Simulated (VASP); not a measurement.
Write the native input for VASP 6.6.1 that does the following.

| Property | Result |
| --- | --- |
| Task | single point |
| Functional | r2SCAN |
| Potentials or basis | VASP PAW PBE potentials, release 64 (Ta_pv) |
| Cutoff | 520 eV |
| k mesh | 18 × 18 × 18 |
| Occupations | fermi-dirac, width 0.1 eV |
| Spin | no spin polarisation |
| Dipole correction | no |
| Further INCAR settings | ALGO = Normal; EDIFF = 1e-07; NBANDS = 12 |

Ta:

```
CELL_PARAMETERS angstrom
-1.60496 1.60496 1.60496
1.60496 -1.60496 1.60496
1.60496 1.60496 -1.60496
ATOMIC_POSITIONS crystal
Ta 0.00000 0.00000 0.00000
```

These files were run (other wordings do the same):

POSCAR

```
Ta
1.0
   -1.6049562402      1.6049562402      1.6049562402
    1.6049562402     -1.6049562402      1.6049562402
    1.6049562402      1.6049562402     -1.6049562402
Ta
1
Direct
    0.0000000000      0.0000000000      0.0000000000
```

INCAR.step1

```
ALGO     = Normal         # electronic algorithm
EDIFF    = 1E-4           # SCF threshold, eV
ENCUT    = 520            # plane-wave cutoff, eV
GGA      = PE             # functional
ISMEAR   = -1             # smearing method
LASPH    = True           # aspherical terms in the spheres
LCHARG   = False          # write CHGCAR
LREAL    = False          # projectors in reciprocal space
LWAVE    = True           # write WAVECAR
NBANDS   = 12             # bands
NELM     = 100            # most SCF steps
PREC     = Accurate       # precision mode
SIGMA    = 0.1            # smearing width, eV
```

INCAR.step2

```
ALGO     = Normal         # electronic algorithm
EDIFF    = 1E-7           # SCF threshold, eV
ENCUT    = 520            # plane-wave cutoff, eV
ISIF     = 2              # what is computed and relaxed
ISMEAR   = -1             # smearing method
ISTART   = 1            
LASPH    = True           # aspherical terms in the spheres
LCHARG   = False          # write CHGCAR
LMIXTAU  = True         
LREAL    = False          # projectors in reciprocal space
LWAVE    = False          # write WAVECAR
METAGGA  = R2SCAN         # meta-GGA
NBANDS   = 12             # bands
NELM     = 100            # most SCF steps
PREC     = Accurate       # precision mode
SIGMA    = 0.1            # smearing width, eV
```

KPOINTS

```
k-points
0
Gamma
  18 18 18
```

Potentials or basis: VASP PAW PBE potentials, release 64 (Ta_pv).

The run is started by

```bash
$ cat potpaw_PBE.64/Ta_pv/POTCAR > POTCAR
$ cp INCAR.step1 INCAR
$ mpirun -np 1 vasp_std > vasp.out
$ cp INCAR.step2 INCAR
$ mpirun -np 1 vasp_std > vasp.out
```

Results of the run:

```yaml
Pressure: 21.8 GPa
Band_gap_on_the_k_mesh: zero (an odd number of electrons rules out a gap without spin polarisation)
```

Caveat: the cell stands under pressure; the PAW data sets were made with another functional, which shifts forces and pressure a little; spin-orbit coupling is left out, which moves the levels of the heavy elements.

Run time: 2.4 min on 1 thread of AMD EPYC 7R13 Processor (Zen 3), on a shared host, peak memory 0.14 GiB.
